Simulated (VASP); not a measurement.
Here is a VASP 6.6.1 calculation.

File INCAR:

```
SYSTEM = Sb
  ALGO = Normal
  EDIFF = 1E-6
  EDIFFG = -0.005
  ENCUT = 600
  GGA = CA
  IBRION = 2
  ISIF = 3
  ISMEAR = -1
  LASPH = .True.
  LCHARG = .False.
  LREAL = .False.
  LWAVE = .False.
  NELM = 100
  NSW = 60
  PREC = Accurate
  PSTRESS = 540.0
  SIGMA = 0.08
```

File KPOINTS:

```
k-points
0
Gamma
  15 15 8
  0 0 0
```

The input POSCAR:

```
Sb
1.0
    2.9595149320      0.0000000000      0.0000000000
   -1.4797574660      2.5630151140      0.0000000000
    0.0000000000      0.0000000000      4.7944141898
Sb
2
Direct
    0.3333333333      0.6666666667      0.2500000000
    0.6666666667      0.3333333333      0.7500000000
```

Potentials or basis: VASP PAW LDA potentials, release 64 (Sb).

Run with:

```sh
$ cat potpaw_LDA.64/Sb/POTCAR > POTCAR
$ mpirun -np 1 vasp_std > vasp.out
```

What does it give for the relaxed cell?

a = 2.953 Å, b = 2.953 Å, c = 4.841 Å, α = 90.00°, β = 90.00°, γ = 120.00°.

What does it give for the space group after relaxing (to 0.1 Å)?

P6_3/mmc (No. 194).

Predict the band gap on the k mesh.

zero (bands 5 and 6 overlap by 12.02 eV).

Estimate the relaxed volume.

18.28 Å³/atom.

Final structure:
```
Sb
1.0
     2.95330    0.00000    0.00000
    -1.47665    2.55764    0.00000
     0.00000    0.00000    4.84075
Sb
2
Direct
  0.33333 0.66667 0.25000
  0.66667 0.33333 0.75000
```

Caveat: the cell is relaxed towards a set pressure, so the run minimises the enthalpy, not the energy; spin-orbit coupling is left out, which moves the levels of the heavy elements.
